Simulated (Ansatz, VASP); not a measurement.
# Re in VASP and in Ansatz

```
Re
1.0
     0.00000    1.97395    1.97395
     1.97395    0.00000    1.97395
     1.97395    1.97395    0.00000
Re
1
Direct
  0.00000 0.00000 0.00000
```

Alike in both runs: task single point; functional B3LYP; dispersion D4; k mesh 8 × 8 × 8; occupations methfessel-paxton of order 1, width 0.01 eV; no spin polarisation.

|  | VASP | Ansatz |
| --- | --- | --- |
| version | VASP 6.6.1 | Ansatz 0.2.0 |
| potentials or method | VASP PAW PBE potentials, release 64 (Re) | Ansatz PAW |
| plane-wave cutoff (eV) | 520 | 420 |
| valence electrons in the cell | 7 | 15 |

VASP gave:

```
gap on the k mesh at the Fermi level (eV) : none
pressure (GPa)                            : -19.6
```

Question: Estimate Ansatz's values.

Answer: gap on the k mesh at the Fermi level (eV): none; pressure (GPa): -18.9.

VASP's potentials were made for PBE, not for B3LYP. A gap of «none» marks a metal or a gap that the smearing closes. VASP's potentials hold 7 valence electrons a cell and Ansatz's 15, so a difference there can come from the potentials and not from the codes.

Neither program's run includes spin-orbit coupling.
